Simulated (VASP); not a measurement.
# BaBr (P4/mmm) in VASP: notebook

Runs on BaBr. Level: PBE. Tasks: single point.

Program: VASP 6.6.1. These are calculated values, not measurements. Logs are shortened: lines on timing, memory, paths and dates and some standing lists are left out, and cuts for length are marked.

**1. The cell of the first run**

The structure is tetragonal, space group P4/mmm (No. 123). The conventional cell has a = 4.047 Å, b = 4.047 Å, c = 4.064 Å, α = 90.00°, β = 90.00°, γ = 90.00°. Within 4.6 Å of Ba (site symmetry 4/mmm) lie 8 Br at 3.51 Å and 6 Ba at 4.05 to 4.06 Å. Br (site symmetry 4/mmm) has 8 Ba at 3.51 Å and 6 Br at 4.05 to 4.06 Å within 4.6 Å.

The cell was generated, and may not be a known phase.

**2. Single point, PBE**

INCAR

```
PREC = Accurate ; ENCUT = 520
EDIFF = 1E-7 ; ISMEAR = 0
SIGMA = 0.1 ; LREAL = False
LASPH = True ; NELM = 80
ALGO = Normal ; ISIF = 2
LWAVE = False ; LCHARG = True
GGA = PE ; LELF = True
LVHAR = True ; NBANDS = 16
```

KPOINTS

```
regular mesh
0
Gamma
  14 14 12
```

POSCAR

```
BaBr
1.0
    4.0466560012      0.0000000000      0.0000000000
    0.0000000000      4.0466560012      0.0000000000
    0.0000000000      0.0000000000      4.0636368931
Ba Br
1 1
Direct
    0.0000000000      0.0000000000      0.0000000000
    0.5000000000      0.5000000000      0.5000000000
```

Potentials or basis: VASP PAW PBE potentials, release 64 (Ba_sv, Br).

Command:

```bash
cat potpaw_PBE.64/Ba_sv/POTCAR potpaw_PBE.64/Br/POTCAR > POTCAR
mpirun -np 1 vasp_std > vasp.out
```

OUTCAR:

```text
PREC = Accurate
   ENCUT = 520
   EDIFF = 1E-7
   ISMEAR = 0
   LREAL = False
   LASPH = True
   NELM = 80
   ISIF = 2
   GGA = PE

 ion  position               nearest neighbor table
   1  0.000  0.000  0.000-   2 3.51   2 3.51   2 3.51   2 3.51   2 3.51   2 3.51   2 3.51   2 3.51

   2  0.500  0.500  0.500-   1 3.51   1 3.51   1 3.51   1 3.51   1 3.51   1 3.51   1 3.51   1 3.51

  LATTYP: Found a simple tetragonal cell.
 ALAT       =     4.0466560012
 C/A-ratio  =     1.0041962776

  Lattice vectors:

 A1 = (   4.0466560012,   0.0000000000,   0.0000000000)
 A2 = (   0.0000000000,   4.0466560012,   0.0000000000)
 A3 = (   0.0000000000,   0.0000000000,   4.0636368931)

Analysis of symmetry for initial positions (statically):
=====================================================================
 Subroutine PRICEL returns:
 Original cell was already a primitive cell.

 Routine SETGRP: Setting up the symmetry group for a
 simple tetragonal supercell.

 Subroutine GETGRP returns: Found 16 space group operations
 (whereof 16 operations were pure point group operations)
 out of a pool of 16 trial point group operations.

The static configuration has the point symmetry D_4h.

Analysis of symmetry for dynamics (positions and initial velocities):
=====================================================================
 Subroutine PRICEL returns:
 Original cell was already a primitive cell.

 Routine SETGRP: Setting up the symmetry group for a
 simple tetragonal supercell.

 Subroutine GETGRP returns: Found 16 space group operations
 (whereof 16 operations were pure point group operations)
 out of a pool of 16 trial point group operations.

The dynamic configuration has the point symmetry D_4h.

 Subroutine INISYM returns: Found 16 space group operations
 (whereof 16 operations are pure point group operations),
 and found     1 'primitive' translations

----------------------------------------------------------------------------------------

                                     Primitive cell

  volume of cell :      66.5438

  direct lattice vectors                    reciprocal lattice vectors
     4.046656001  0.000000000  0.000000000     0.247117620  0.000000000  0.000000000
     0.000000000  4.046656001  0.000000000     0.000000000  0.247117620  0.000000000
     0.000000000  0.000000000  4.063636893     0.000000000  0.000000000  0.246084979

[... 75 lines left out ...]
   ISTART =      0    job   : 0-new  1-cont  2-samecut
   ICHARG =      2    charge: 1-file 2-atom 10-const
   ISPIN  =      1    spin polarized calculation?
   LNONCOLLINEAR =      F non collinear calculations
   LSORBIT =      F    spin-orbit coupling
   LASPH  =      T    aspherical Exc in radial PAW
   ENCUT  =  520.0 eV  38.22 Ry    6.18 a.u.   7.52  7.52  7.56*2*pi/ulx,y,z
   NELM   =     80;   NELMIN=  2; NELMDL= -5     # of ELM steps
   EDIFF  = 0.1E-06   stopping-criterion for ELM
   LREAL  =      F    real-space projection
   EDIFFG = 0.1E-05   stopping-criterion for IOM
   NSW    =      0    number of steps for IOM
   IBRION =     -1    ionic relax: 0-MD 1-quasi-New 2-CG
   NFREE  =      0    steps in history (QN), initial steepest desc. (CG)
   ISIF   =      2    stress and relaxation
   ISYM   =      2    0-nonsym 1-usesym 2-fastsym
   POTIM  = 0.5000    time-step for ionic-motion
   TEBEG  =    0.0;   TEEND  =   0.0 temperature during run
   PSTRESS=    0.0 pullay stress
   NELECT =      17.0000    total number of electrons
   NUPDOWN=      -1.0000    fix difference up-down
   EMIN   =  10.00;   EMAX   =-10.00  energy-range for DOS
   EFERMI =   0.00;   METHOD = LEGACY
   ISMEAR =     0;   SIGMA  =   0.10  broadening in eV -4-tet -1-fermi 0-gaus
   EFERMI_NEDOS =   21; number of points for ismear=-14 and -15
   IALGO  =     38    algorithm
   IMIX   =      4    mixing-type and parameters
     AMIX     =   0.40;   BMIX     =  1.00
     AMIX_MAG =   1.60;   BMIX_MAG =  1.00
  volume/ion in A,a.u.               =      33.27       224.53
  Fermi-wavevector in a.u.,A,eV,Ry     =   1.038776  1.963002 14.681447  1.079056
  Thomas-Fermi vector in A             =   2.173276
   LORBIT       =      0    0 simple, 1 ext, 2 COOP (PROOUT), +10 PAW based schemes
   GGA     = PE    functional components
   LHFCALC =     F    Hartree Fock is set to
   AEXX    =    0.0000 exact exchange contribution
   IVDW    =     0    specifies the selected vdW correction
   LEPSILON=     F    determine dielectric tensor
   LRPA    =     F    only Hartree local field effects (RPA)
 non-spin polarized calculation
 Gauss-broadening in eV      SIGMA  =   0.10
  energy-cutoff  :      520.00
  volume of cell :       66.54
 maximum number of plane-waves:      1809
   NGX = 15   NGY = 15   NGZ = 15

 number of electron      16.9999996 magnetization

 Free energy of the ion-electron system (eV)
  ---------------------------------------------------
  ext. energy  EPLUGINS =         0.00000000
  ---------------------------------------------------
  free energy    TOTEN  =        -6.32205517 eV

  energy without entropy =       -6.30941296  energy(sigma->0) =       -6.31573407

 E-fermi :   5.0320     XC(G=0):  -8.9814

 val. band max:        5.0295178288   @ k =   0.5000   0.2857   0.0833
 cond. band min:       5.0344423599   @ k =   0.1429   0.1429   0.1667
 fundamental gap:      0.0049245311
 Fermi energy:         5.0320341906

 k-point     1 :       0.0000    0.0000    0.0000
  band No.  band energies     occupation
      1     -24.3878      2.00000
      2     -12.6358      2.00000
      3      -9.3993      2.00000
      4      -9.3834      2.00000
      5      -9.3834      2.00000
      6      -0.0506      2.00000
[... 433 lines left out ...]
      3      -9.7113      2.00000
      4      -9.5006      2.00000
      5      -9.2995      2.00000
      6      -1.3460      2.00000
[... 8 lines left out ...]
     15      10.1598      0.00000
     16      11.4078      0.00000

 [... further k-points ...]
[... 5 lines left out ...]
  --------------------------------------------------------------------------------------
  -------------------------------------------------------------------------------------
  Total        0.1635135      0.1635135      0.1605938      0.0000000      0.0000000     -0.0000000
  in kB        3.9369209      3.9369209      3.8666238      0.0000000      0.0000000     -0.0000000
  external PRESSURE =       3.9134885 kB  Pullay stress =       0.0000000 kB

 VOLUME and BASIS-vectors are now :
 -----------------------------------------------------------------------------
  energy-cutoff  :      520.00
  volume of cell :       66.54
      direct lattice vectors                 reciprocal lattice vectors
     4.046656001  0.000000000  0.000000000     0.247117620  0.000000000  0.000000000
     0.000000000  4.046656001  0.000000000     0.000000000  0.247117620  0.000000000
     0.000000000  0.000000000  4.063636893     0.000000000  0.000000000  0.246084979

 POSITION                                       TOTAL-FORCE (eV/Angst)
 -----------------------------------------------------------------------------------
      0.00000      0.00000      0.00000         0.000000      0.000000      0.000000
      2.02333      2.02333      2.03182         0.000000      0.000000      0.000000
 -----------------------------------------------------------------------------------
    total drift:                                0.000000     -0.000000     -0.000000

  FREE ENERGIE OF THE ION-ELECTRON SYSTEM (eV)
  ---------------------------------------------------
  free  energy   TOTEN  =        -6.3220551698 eV

  energy  without entropy=       -6.3094129624  energy(sigma->0) =       -6.31573407
```

OSZICAR:

```text
N       E                     dE             d eps       ncg     rms          rms(c)
DAV:   1     0.940680292550E+02    0.94068E+02   -0.70800E+03  8064   0.899E+02
DAV:   2    -0.101032367544E+01   -0.95078E+02   -0.88819E+02 11216   0.172E+02
DAV:   3    -0.621889846281E+01   -0.52086E+01   -0.51610E+01 10408   0.419E+01
DAV:   4    -0.630298296775E+01   -0.84085E-01   -0.84042E-01 10632   0.528E+00
DAV:   5    -0.630493750794E+01   -0.19545E-02   -0.19545E-02 10600   0.645E-01    0.373E+00
DAV:   6    -0.631069917660E+01   -0.57617E-02   -0.10710E-02  9784   0.881E-01    0.224E+00
DAV:   7    -0.632122924127E+01   -0.10530E-01   -0.26967E-02  8552   0.159E+00    0.123E-01
DAV:   8    -0.632186122992E+01   -0.63199E-03   -0.12068E-03 11096   0.284E-01    0.840E-02
DAV:   9    -0.632202514681E+01   -0.16392E-03   -0.15865E-04  9648   0.979E-02    0.319E-02
DAV:  10    -0.632205421975E+01   -0.29073E-04   -0.43033E-05 10472   0.518E-02    0.760E-03
DAV:  11    -0.632205507921E+01   -0.85946E-06   -0.38137E-06 11296   0.112E-02    0.405E-03
DAV:  12    -0.632205516979E+01   -0.90578E-07   -0.15212E-07  9816   0.278E-03
   1 F= -.63220552E+01 E0= -.63157341E+01  d E =-.126422E-01
```

stdout:

```text
POSCAR found type information on POSCAR BaBr
 POSCAR found :  2 types and       2 ions
 scaLAPACK will be used
 LDA part: xc-table for (Slater+PW92), standard interpolation
 POSCAR, INCAR and KPOINTS ok, starting setup
 FFT: planning ... GRIDC
 FFT: planning ... GRID_SOFT
 FFT: planning ... GRID
 WAVECAR not read
 entering main loop
```

It took 2.1 min on 1 thread of Intel Xeon 6975P-C (Granite Rapids), shared host; peak memory 0.39 GiB.

Results:

```
Free energy            : -6.3221 eV
Pressure               : 0.4 GPa
Band gap on the k mesh : zero (an odd number of electrons rules out a gap without spin polarisation)
```

Levels at points of the mesh, in eV from the Fermi level:
```csv
k point,band 7,band 8,band 9,band 10,band 11,band 12
"(0.00, 0.00, 0.00)",-5.07,-5.07,-1.12,-1.11,-0.75,3.44
"(0.50, 0.00, 0.00)",-5.35,-5.33,-0.16,2.09,2.72,3.28
"(0.50, 0.50, 0.00)",-5.95,-5.00,-0.67,-0.03,1.47,1.47
"(0.00, 0.00, 0.50)",-5.34,-5.34,-0.17,2.06,2.70,3.28
"(0.50, 0.00, 0.50)",-5.94,-4.99,-0.67,0.00,1.51,1.52
"(0.50, 0.50, 0.50)",-6.68,-6.67,3.19,3.22,3.22,3.77
```

Caveat: spin-orbit coupling is left out, which moves the levels of the heavy elements; an odd number of electrons without spin polarisation forces a metal; a magnetic or distorted state may lie lower.

**3. Single point, PBE**

INCAR

```
SYSTEM = BaBr
PREC = Accurate ; ENCUT = 520
EDIFF = 1E-6 ; ISMEAR = 0
SIGMA = 0.1 ; LREAL = .FALSE.
LASPH = .TRUE. ; NELM = 100
ALGO = Normal ; ISIF = 2
LWAVE = .FALSE. ; LCHARG = .FALSE.
GGA = PE ; NBANDS = 16
```

KPOINTS

```
Automatic mesh
0
G
  14 14 14
  0 0 0
```

POSCAR

```
BaBr
1.0
    4.0497108272      0.0000000000      0.0000000000
    0.0000000000      4.0497108272      0.0000000000
    0.0000000000      0.0000000000      4.0633517941
Ba Br
1 1
Direct
    0.0000000000      0.0000000000      0.0000000000
    0.5000000000      0.5000000000      0.5000000000
```

Potentials or basis: VASP PAW PBE potentials, release 64 (Ba_sv, Br).

Command:

```bash
cat potpaw_PBE.64/Ba_sv/POTCAR potpaw_PBE.64/Br/POTCAR > POTCAR
mpirun -np 1 vasp_std > vasp.out
```

Run time: 84 s. Hardware: 1 thread of Intel Xeon 6975P-C (Granite Rapids), shared host; peak memory 0.42 GiB.

The run converged. Its results:

```yaml
Free_energy: -6.3222 eV
Pressure: 0.4 GPa
Band_gap_on_the_k_mesh: zero (an odd number of electrons rules out a gap without spin polarisation)
```

Levels at points of the mesh, in eV from the Fermi level:
| k point | band 7 | band 8 | band 9 | band 10 | band 11 | band 12 |
| --- | --- | --- | --- | --- | --- | --- |
| (0.00, 0.00, 0.00) | -5.06 | -5.06 | -1.11 | -1.10 | -0.75 | 3.45 |
| (0.50, 0.00, 0.00) | -5.35 | -5.32 | -0.16 | 2.09 | 2.71 | 3.28 |
| (0.50, 0.50, 0.00) | -5.94 | -4.99 | -0.67 | -0.02 | 1.48 | 1.48 |
| (0.00, 0.00, 0.50) | -5.33 | -5.33 | -0.17 | 2.06 | 2.70 | 3.29 |
| (0.50, 0.00, 0.50) | -5.93 | -4.98 | -0.67 | 0.00 | 1.51 | 1.52 |
| (0.50, 0.50, 0.50) | -6.67 | -6.66 | 3.19 | 3.21 | 3.21 | 3.77 |

Caveat: spin-orbit coupling is left out, which moves the levels of the heavy elements; an odd number of electrons without spin polarisation forces a metal; a magnetic or distorted state may lie lower.
